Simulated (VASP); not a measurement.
# Pt (Fm-3m) in VASP: a series of runs

The runs below take Pt through single point, relaxation of cell and atoms, with PBE.

Program: VASP 6.6.1. These are calculated values, not measurements. Logs are shortened: lines on timing, memory, paths and dates and some standing lists are left out, and cuts for length are marked.

## Step 1: The cell of the first run

Symmetry: Fm-3m, No. 225, cubic system. Conventional cell: a = 3.970 Å, b = 3.970 Å, c = 3.970 Å, α = 90.00°, β = 90.00°, γ = 90.00°. Within 3.7 Å of Pt (site symmetry m-3m) lie 12 Pt at 2.81 Å.

## Step 2: Single point, PBE

The input, INCAR:

```
SYSTEM = Pt
  PREC = Accurate
  ENCUT = 520
  EDIFF = 1E-6
  ISMEAR = 0
  SIGMA = 0.1
  LREAL = .False.
  LASPH = .True.
  NELM = 60
  ALGO = Normal
  ISIF = 2
  LWAVE = .False.
  LCHARG = .False.
  GGA = PE
  NBANDS = 11
```

The input, KPOINTS:

```
regular mesh
0
Gamma
  18 18 18
  0 0 0
```

The input, POSCAR:

```
Pt
1.0
    0.0000000000      1.9849513675      1.9849513675
    1.9849513675      0.0000000000      1.9849513675
    1.9849513675      1.9849513675      0.0000000000
Pt
1
Direct
    0.0000000000      0.0000000000      0.0000000000
```

Potentials or basis: VASP PAW PBE potentials, release 64 (Pt).

Launch:

```console
$ cat potpaw_PBE.64/Pt/POTCAR > POTCAR
$ mpirun -np 1 vasp_std > vasp.out
```

OUTCAR:

```text
SYSTEM = Pt
   PREC = Accurate
   ENCUT = 520
   EDIFF = 1E-6
   ISMEAR = 0
   LREAL = .False.
   LASPH = .True.
   NELM = 60
   ISIF = 2
   GGA = PE

 ion  position               nearest neighbor table
   1  0.000  0.000  0.000-

  LATTYP: Found a face centered cubic cell.
 ALAT       =     3.9699027350

  Lattice vectors:

 A1 = (   0.0000000000,   1.9849513675,   1.9849513675)
 A2 = (   1.9849513675,   0.0000000000,   1.9849513675)
 A3 = (   1.9849513675,   1.9849513675,   0.0000000000)

Analysis of symmetry for initial positions (statically):
=====================================================================
 Subroutine PRICEL returns:
 Original cell was already a primitive cell.

 Routine SETGRP: Setting up the symmetry group for a
 face centered cubic supercell.

 Subroutine GETGRP returns: Found 48 space group operations
 (whereof 48 operations were pure point group operations)
 out of a pool of 48 trial point group operations.

The static configuration has the point symmetry O_h .

Analysis of symmetry for dynamics (positions and initial velocities):
=====================================================================
 Subroutine PRICEL returns:
 Original cell was already a primitive cell.

 Routine SETGRP: Setting up the symmetry group for a
 face centered cubic supercell.

 Subroutine GETGRP returns: Found 48 space group operations
 (whereof 48 operations were pure point group operations)
 out of a pool of 48 trial point group operations.

The dynamic configuration has the point symmetry O_h .

 Subroutine INISYM returns: Found 48 space group operations
 (whereof 48 operations are pure point group operations),
 and found     1 'primitive' translations

----------------------------------------------------------------------------------------

                                     Primitive cell

  volume of cell :      15.6415

  direct lattice vectors                    reciprocal lattice vectors
     0.000000000  1.984951367  1.984951367    -0.251895340  0.251895340  0.251895340
     1.984951367  0.000000000  1.984951367     0.251895340 -0.251895340  0.251895340
     1.984951367  1.984951367  0.000000000     0.251895340  0.251895340 -0.251895340

  length of vectors
     2.807145145  2.807145145  2.807145145     0.436295527  0.436295527  0.436295527

  position of ions in fractional coordinates (direct lattice)
     0.000000000  0.000000000  0.000000000

  ion indices of the primitive-cell ions
   primitive index   ion index
                 1           1

----------------------------------------------------------------------------------------

 KPOINTS: regular mesh

Automatic generation of k-mesh.
 Grid dimensions read from file:
 generate k-points for:   18   18   18

 Generating k-lattice:

  Cartesian coordinates                     Fractional coordinates (reciprocal lattice)
    -0.013994186  0.013994186  0.013994186     0.055555556  0.000000000  0.000000000
     0.013994186 -0.013994186  0.013994186     0.000000000  0.055555556  0.000000000
     0.013994186  0.013994186 -0.013994186     0.000000000  0.000000000  0.055555556

  Length of vectors
     0.024238640  0.024238640  0.024238640

  Shift w.r.t. Gamma in fractional coordinates (k-lattice)
     0.000000000  0.000000000  0.000000000

 Subroutine IBZKPT returns following result:
 ===========================================

 Found    195 irreducible k-points:

 Following reciprocal coordinates:
            Coordinates               Weight
  0.000000  0.000000  0.000000      1.000000
  0.055556  0.000000  0.000000      8.000000
  0.111111  0.000000  0.000000      8.000000
  0.166667  0.000000  0.000000      8.000000
  0.222222  0.000000  0.000000      8.000000
  0.277778  0.000000  0.000000      8.000000
[... 16 lines left out ...]
 -0.277778  0.055556  0.000000     24.000000
 -0.222222  0.055556  0.000000     24.000000
 [... further k-points ...]
   k-points           NKPTS =    195   k-points in BZ     NKDIM =    195   number of bands    NBANDS=     11
   number of dos      NEDOS =    301   number of ions     NIONS =      1
   total plane-waves  NPLWV =  13824
   dimension x,y,z NGX =    24 NGY =   24 NGZ =   24
   dimension x,y,z NGXF=    48 NGYF=   48 NGZF=   48
   ions per type =               1
   NGX,Y,Z   is equivalent  to a cutoff of  14.21, 14.21, 14.21 a.u.
   NGXF,Y,Z  is equivalent  to a cutoff of  28.43, 28.43, 28.43 a.u.
 SYSTEM =  Pt
   PREC   = accura    normal or accurate (medium, high low for compatibility)
   ISTART =      0    job   : 0-new  1-cont  2-samecut
   ICHARG =      2    charge: 1-file 2-atom 10-const
   ISPIN  =      1    spin polarized calculation?
   LNONCOLLINEAR =      F non collinear calculations
   LSORBIT =      F    spin-orbit coupling
   LASPH  =      T    aspherical Exc in radial PAW
   ENCUT  =  520.0 eV  38.22 Ry    6.18 a.u.   5.22  5.22  5.22*2*pi/ulx,y,z
   NELM   =     60;   NELMIN=  2; NELMDL= -5     # of ELM steps
   EDIFF  = 0.1E-05   stopping-criterion for ELM
   LREAL  =      F    real-space projection
   EDIFFG = 0.1E-04   stopping-criterion for IOM
   NSW    =      0    number of steps for IOM
   IBRION =     -1    ionic relax: 0-MD 1-quasi-New 2-CG
   NFREE  =      0    steps in history (QN), initial steepest desc. (CG)
   ISIF   =      2    stress and relaxation
   ISYM   =      2    0-nonsym 1-usesym 2-fastsym
   POTIM  = 0.5000    time-step for ionic-motion
   TEBEG  =    0.0;   TEEND  =   0.0 temperature during run
   PSTRESS=    0.0 pullay stress
   NELECT =      10.0000    total number of electrons
   NUPDOWN=      -1.0000    fix difference up-down
   EMIN   =  10.00;   EMAX   =-10.00  energy-range for DOS
   EFERMI =   0.00;   METHOD = LEGACY
   ISMEAR =     0;   SIGMA  =   0.10  broadening in eV -4-tet -1-fermi 0-gaus
   EFERMI_NEDOS =   21; number of points for ismear=-14 and -15
   IALGO  =     38    algorithm
   IMIX   =      4    mixing-type and parameters
     AMIX     =   0.40;   BMIX     =  1.00
     AMIX_MAG =   1.60;   BMIX_MAG =  1.00
  volume/ion in A,a.u.               =      15.64       105.55
  Fermi-wavevector in a.u.,A,eV,Ry     =   1.410311  2.665102 27.061685  1.988978
  Thomas-Fermi vector in A             =   2.532278
   LORBIT       =      0    0 simple, 1 ext, 2 COOP (PROOUT), +10 PAW based schemes
   GGA     = PE    functional components
   LHFCALC =     F    Hartree Fock is set to
   AEXX    =    0.0000 exact exchange contribution
   IVDW    =     0    specifies the selected vdW correction
   LEPSILON=     F    determine dielectric tensor
   LRPA    =     F    only Hartree local field effects (RPA)
 non-spin polarized calculation
 Gauss-broadening in eV      SIGMA  =   0.10
  energy-cutoff  :      520.00
  volume of cell :       15.64
 maximum number of plane-waves:       444
 NGX is ok and might be reduce to    24
   NGX = 11   NGY = 11   NGZ = 11

 number of electron      10.0000002 magnetization

 Free energy of the ion-electron system (eV)
  ---------------------------------------------------
  ext. energy  EPLUGINS =         0.00000000
  ---------------------------------------------------
  free energy    TOTEN  =        -6.10005415 eV

  energy without entropy =       -6.08878200  energy(sigma->0) =       -6.09441807

 E-fermi :  10.5763     XC(G=0): -13.2724

 val. band max:       10.5759949243   @ k =  -0.3333   0.3889   0.1111
 cond. band min:      10.5869290155   @ k =   0.4444   0.1111   0.0000
 fundamental gap:      0.0109340912
 Fermi energy:        10.5763221720

 k-point     1 :       0.0000    0.0000    0.0000
  band No.  band energies     occupation
      1       0.7648      2.00000
      2       7.0056      2.00000
      3       7.0056      2.00000
      4       7.0056      2.00000
      5       9.0339      2.00000
      6       9.0339      2.00000
      7      25.3119      0.00000
      8      30.0721      0.00000
      9      30.0721      0.00000
     10      30.0721      0.00000
     11      35.2847      0.00000

 k-point     2 :       0.0556    0.0000    0.0000
  band No.  band energies     occupation
      1       0.8849      2.00000
      2       6.9533      2.00000
      3       7.0528      2.00000
      4       7.0528      2.00000
      5       9.0079      2.00000
      6       9.0079      2.00000
      7      25.4944      0.00000
      8      29.4059      0.00000
      9      30.2519      0.00000
     10      30.2519      0.00000
     11      35.9994      0.00000

 k-point     3 :       0.1111    0.0000    0.0000
  band No.  band energies     occupation
      1       1.2349      2.00000
      2       6.8187      2.00000
      3       7.1764      2.00000
      4       7.1764      2.00000
      5       8.9525      2.00000
      6       8.9525      2.00000
      7      25.9874      0.00000
      8      28.0051      0.00000
      9      30.7736      0.00000
     10      30.7736      0.00000
     11      36.6278      0.00000

 k-point     4 :       0.1667    0.0000    0.0000
  band No.  band energies     occupation
      1       1.7782      2.00000
      2       6.6681      2.00000
      3       7.3157      2.00000
      4       7.3157      2.00000
      5       8.9393      2.00000
      6       8.9393      2.00000
      7      26.3174      0.00000
      8      26.6735      0.00000
      9      31.5778      0.00000
     10      31.5778      0.00000
     11      35.0396      0.00000
[... 239 lines left out ...]
 k-point    22 :      -0.3333    0.0556    0.0000
  band No.  band energies     occupation
      1       3.6105      2.00000
      2       7.1009      2.00000
      3       7.2076      2.00000
      4       7.6197      2.00000
      5       9.6895      2.00000
      6      10.3902      1.99153
      7      19.9815      0.00000
      8      25.8993      0.00000
      9      29.8578      0.00000
     10      31.8040      0.00000
     11      35.0452      0.00000

 k-point    23 :      -0.2778    0.0556    0.0000
  band No.  band energies     occupation
      1       3.3075      2.00000
      2       6.8512      2.00000
      3       7.2760      2.00000
      4       7.3446      2.00000
      5       9.2256      2.00000
      6       9.9129      2.00000
      7      22.0704      0.00000
      8      26.5603      0.00000
      9      30.7252      0.00000
     10      33.5151      0.00000
     11      33.5262      0.00000

 k-point    24 :      -0.2222    0.0556    0.0000
  band No.  band energies     occupation
      1       2.7519      2.00000
      2       6.5448      2.00000
      3       7.3781      2.00000
      4       7.4415      2.00000
      5       8.8585      2.00000
      6       9.4970      2.00000
      7      24.0561      0.00000
      8      27.0448      0.00000
      9      31.2597      0.00000
     10      32.7737      0.00000
     11      33.9771      0.00000

 [... further k-points ...]
[... 5 lines left out ...]
  --------------------------------------------------------------------------------------
  -------------------------------------------------------------------------------------
  Total       -0.0440004     -0.0440004     -0.0440004     -0.0000000      0.0000000      0.0000000
  in kB       -4.5069963     -4.5069963     -4.5069963     -0.0000000      0.0000000      0.0000000
  external PRESSURE =      -4.5069963 kB  Pullay stress =       0.0000000 kB

 VOLUME and BASIS-vectors are now :
 -----------------------------------------------------------------------------
  energy-cutoff  :      520.00
  volume of cell :       15.64
      direct lattice vectors                 reciprocal lattice vectors
     0.000000000  1.984951367  1.984951367    -0.251895340  0.251895340  0.251895340
     1.984951367  0.000000000  1.984951367     0.251895340 -0.251895340  0.251895340
     1.984951367  1.984951367  0.000000000     0.251895340  0.251895340 -0.251895340

 POSITION                                       TOTAL-FORCE (eV/Angst)
 -----------------------------------------------------------------------------------
      0.00000      0.00000      0.00000         0.000000      0.000000     -0.000000
 -----------------------------------------------------------------------------------
    total drift:                               -0.000000      0.000000     -0.000000

  FREE ENERGIE OF THE ION-ELECTRON SYSTEM (eV)
  ---------------------------------------------------
  free  energy   TOTEN  =        -6.1000541450 eV

  energy  without entropy=       -6.0887819969  energy(sigma->0) =       -6.09441807
```

Run time: 9 s. Hardware: 1 thread of Intel Xeon 6975P-C (Granite Rapids), shared host; peak memory 0.16 GiB.

What came out:

```yaml
Free_energy: -6.1001 eV
Pressure: -0.5 GPa
Band_gap_on_the_k_mesh: zero (bands 5 and 6 overlap by 2.09 eV)
```

Caveat: spin-orbit coupling is left out, which moves the levels of the heavy elements.

## Step 3: Single point, PBE

This run uses another cell than the first one, of 15.69 Å³/atom.

The input, INCAR:

```
PREC = Accurate
ENCUT = 520
EDIFF = 1E-6
ISMEAR = -1
SIGMA = 0.15
LREAL = F
LASPH = T
NELM = 60
ALGO = Normal
ISIF = 2
LWAVE = F
LCHARG = F
GGA = PE
NBANDS = 11
```

The input, KPOINTS:

```
regular mesh
0
Gamma
  18 18 18
```

The input, POSCAR:

```
Pt
1.0
    0.0000000000      1.9870576058      1.9870576058
    1.9870576058      0.0000000000      1.9870576058
    1.9870576058      1.9870576058      0.0000000000
Pt
1
Direct
    0.0000000000      0.0000000000      0.0000000000
```

Potentials or basis: VASP PAW PBE potentials, release 64 (Pt).

Launch:

```console
$ cat potpaw_PBE.64/Pt/POTCAR > POTCAR
$ mpirun -np 1 vasp_std > vasp.out
```

Wall time 9 s (1 thread of Intel Xeon 6975P-C (Granite Rapids), shared host); peak memory 0.17 GiB.

The run converged. Its results:

- Free energy: -6.1618 eV
- Pressure: -0.4 GPa
- Band gap on the k mesh: zero (bands 5 and 6 overlap by 2.08 eV)

Levels at points of the mesh, in eV from the Fermi level:
| k point | band 2 | band 3 | band 4 | band 5 | band 6 | band 7 | band 8 | band 9 |
| --- | --- | --- | --- | --- | --- | --- | --- | --- |
| (0.00, 0.00, 0.00) | -3.57 | -3.57 | -3.57 | -1.55 | -1.55 | 14.72 | 19.46 | 19.46 |
| (0.50, 0.00, 0.00) | -3.63 | -3.63 | -0.33 | 0.01 | 0.01 | 5.52 | 14.28 | 18.69 |
| (0.50, 0.50, 0.00) | -6.23 | -0.03 | 0.43 | 0.43 | 1.84 | 8.44 | 11.25 | 11.25 |

Caveat: spin-orbit coupling is left out, which moves the levels of the heavy elements.

(Part 1 of 2 ends here.)
